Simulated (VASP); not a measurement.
Input of a VASP 6.6.1 run:

The input INCAR:

```
  PREC = Accurate
  ENCUT = 520
  EDIFF = 1E-6
  ISMEAR = 1
  SIGMA = 0.1
  LREAL = Auto
  LASPH = True
  NELM = 80
  ALGO = Normal
  ISIF = 2
  LWAVE = False
  LCHARG = False
  GGA = PE
  NBANDS = 134
```

KPOINTS

```
Automatic mesh
0
Gamma
  2 2 2
```

POSCAR

```
Al
1.0
    0.0000000000      8.0778592000      8.0778592000
    8.0778592000      0.0000000000      8.0778592000
    8.0778592000      8.0778592000      0.0000000000
Al
64
Direct
    0.0000000000      0.0000000000      0.0000000000
    0.0000000000      0.0000000000      0.2500000000
    0.0000000000      0.0000000000      0.5000000000
    0.0000000000      0.0000000000      0.7500000000
    0.0000000000      0.2500000000      0.0000000000
    0.0000000000      0.2500000000      0.2500000000
    0.0000000000      0.2500000000      0.5000000000
    0.0000000000      0.2500000000      0.7500000000
    0.0000000000      0.5000000000      0.0000000000
    0.0000000000      0.5000000000      0.2500000000
    0.0000000000      0.5000000000      0.5000000000
    0.0000000000      0.5000000000      0.7500000000
    0.0000000000      0.7500000000      0.0000000000
    0.0000000000      0.7500000000      0.2500000000
    0.0000000000      0.7500000000      0.5000000000
    0.0000000000      0.7500000000      0.7500000000
    0.2500000000      0.0000000000      0.0000000000
    0.2500000000      0.0000000000      0.2500000000
    0.2500000000      0.0000000000      0.5000000000
    0.2500000000      0.0000000000      0.7500000000
    0.2500000000      0.2500000000      0.0000000000
    0.2500000000      0.2500000000      0.2500000000
    0.2500000000      0.2500000000      0.5000000000
    0.2500000000      0.2500000000      0.7500000000
    0.2500000000      0.5000000000      0.0000000000
    0.2500000000      0.5000000000      0.2500000000
    0.2500000000      0.5000000000      0.5000000000
    0.2500000000      0.5000000000      0.7500000000
    0.2500000000      0.7500000000      0.0000000000
    0.2500000000      0.7500000000      0.2500000000
    0.2500000000      0.7500000000      0.5000000000
    0.2500000000      0.7500000000      0.7500000000
    0.5000000000      0.0000000000      0.0000000000
    0.5000000000      0.0000000000      0.2500000000
    0.5000000000      0.0000000000      0.5000000000
    0.5000000000      0.0000000000      0.7500000000
    0.5000000000      0.2500000000      0.0000000000
    0.5000000000      0.2500000000      0.2500000000
    0.5000000000      0.2500000000      0.5000000000
    0.5000000000      0.2500000000      0.7500000000
    0.5000000000      0.5000000000      0.0000000000
    0.5000000000      0.5000000000      0.2500000000
    0.5000000000      0.5000000000      0.5000000000
    0.5000000000      0.5000000000      0.7500000000
    0.5000000000      0.7500000000      0.0000000000
    0.5000000000      0.7500000000      0.2500000000
    0.5000000000      0.7500000000      0.5000000000
    0.5000000000      0.7500000000      0.7500000000
    0.7500000000      0.0000000000      0.0000000000
    0.7500000000      0.0000000000      0.2500000000
    0.7500000000      0.0000000000      0.5000000000
    0.7500000000      0.0000000000      0.7500000000
    0.7500000000      0.2500000000      0.0000000000
    0.7500000000      0.2500000000      0.2500000000
    0.7500000000      0.2500000000      0.5000000000
    0.7500000000      0.2500000000      0.7500000000
    0.7500000000      0.5000000000      0.0000000000
    0.7500000000      0.5000000000      0.2500000000
    0.7500000000      0.5000000000      0.5000000000
    0.7500000000      0.5000000000      0.7500000000
    0.7500000000      0.7500000000      0.0000000000
    0.7500000000      0.7500000000      0.2500000000
    0.7500000000      0.7500000000      0.5000000000
    0.7500000000      0.7500000000      0.7500000000
```

Potentials or basis: VASP PAW PBE potentials, release 64 (Al).

Command:

```bash
$ cat potpaw_PBE.64/Al/POTCAR > POTCAR
$ mpirun -np 1 vasp_std > vasp.out
```

Question: What does it give for the band gap on the k mesh?

Answer: Zero (bands 96 and 97 overlap by 0.89 eV).

Question: What does it give for the pressure?

Answer: 0.2 GPa.
